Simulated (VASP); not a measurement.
Write the native input for VASP 6.6.1 that does the following.

| Item | Value |
| --- | --- |
| Task | electric field gradients |
| Functional | LDA |
| Potentials or basis | VASP PAW LDA potentials, release 64 (Hg, Pt) |
| Cutoff | 520 eV |
| k mesh | 12 × 12 × 10 |
| Occupations | fermi-dirac, width 0.03 eV |
| Spin | no spin polarisation |
| Dipole correction | no |
| Further INCAR settings | ALGO = Normal; EDIFF = 1e-08; NBANDS = 18 |

The structure of HgPt lies in POSCAR:

```
HgPt
1.0
    2.9308464291      0.0000000000      0.0000000000
    0.0000000000      2.9308464291      0.0000000000
    0.0000000000      0.0000000000      3.7733044737
Hg Pt
1 1
Direct
    0.0000000000      0.0000000000      0.0000000000
    0.5000000000      0.5000000000      0.5000000000
```

The input as run:

INCAR

```
PREC = Accurate ; ENCUT = 520
EDIFF = 1E-8 ; ISMEAR = -1
SIGMA = 0.03 ; LREAL = F
LASPH = T ; NELM = 60
ALGO = Normal ; ISIF = 2
LWAVE = F ; LCHARG = F
LEFG = T ; NBANDS = 18
```

KPOINTS

```
regular mesh
0
Gamma
  12 12 10
```

Potentials or basis: VASP PAW LDA potentials, release 64 (Hg, Pt).

The run is started by

```bash
$ cat potpaw_LDA.64/Hg/POTCAR potpaw_LDA.64/Pt/POTCAR > POTCAR
$ mpirun -np 1 vasp_std > vasp.out
```

Results of the run:

```json
{"Pressure": "9.4 GPa", "Band gap on the k mesh": "zero (bands 11 and 12 overlap by 3.99 eV)", "Largest electric field gradient by atom": "Hg -109.5; Pt +101.3 V/Å²"}
```

Caveat: the cell stands under pressure; without QUAD_EFG the Cq values of the log hold for a quadrupole moment of 1 mb, not for the nuclei; spin-orbit coupling is left out, which moves the levels of the heavy elements.

It took 100 s on 1 thread of Oxide Virtual Turin-like Processor, on a shared host, peak memory 0.18 GiB.
